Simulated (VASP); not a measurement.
# TaN: single point with PBE

Crystal: TaN.

```
Ta N
1.0
     2.91828    0.00000    0.00000
    -1.45914    2.52731    0.00000
     0.00000    0.00000    2.86365
Ta N
1 1
Cartesian
  0.0000 0.0000 1.4318
  1.4591 0.8424 0.0000
```

This cell differs from its parent crystal: volume scaled by 0.98.

```json
{"Program": "VASP 6.6.1", "Task": "single point", "Functional": "PBE", "Potentials or basis": "VASP PAW PBE potentials, release 64 (Ta_pv, N)", "Cutoff": "520 eV", "k mesh": "10 × 10 × 9", "Occupations": "fermi-dirac, width 0.05 eV", "Spin": "no spin polarisation", "Dipole correction": "no", "Further INCAR settings": "ALGO = Normal; EDIFF = 1e-06; NBANDS = 15"}
```

```json
{
 "Pressure": "13.0 GPa",
 "Band gap on the k mesh": "zero (band 8 reaches 8.70 eV, above the bottom of band 9 at 8.40 eV)"
}
```

Stress tensor (GPa, compression positive):
```
12.34  0.00  0.00
 0.00 12.34  0.00
 0.00  0.00 14.45
```

Levels at points of the mesh, in eV from the Fermi level:
```
           k point  band 4  band 5  band 6  band 7  band 8  band 9  band 10  band 11  band 12  band 13
(0.00, 0.00, 0.00)  -18.00   -4.72   -4.72   -4.36   -3.01    2.30     3.62     3.62     4.06     4.06
(0.50, 0.00, 0.00)  -15.63   -8.46   -5.35   -3.62   -3.28    3.04     4.08     5.28     5.39     7.57
```

Run time: 7.4 s on 1 thread of Intel(R) Xeon(R) 6975P-C (Granite Rapids), on a shared host, peak memory 0.15 GiB.

Caveat: spin-orbit coupling is left out, which moves the levels of the heavy elements.
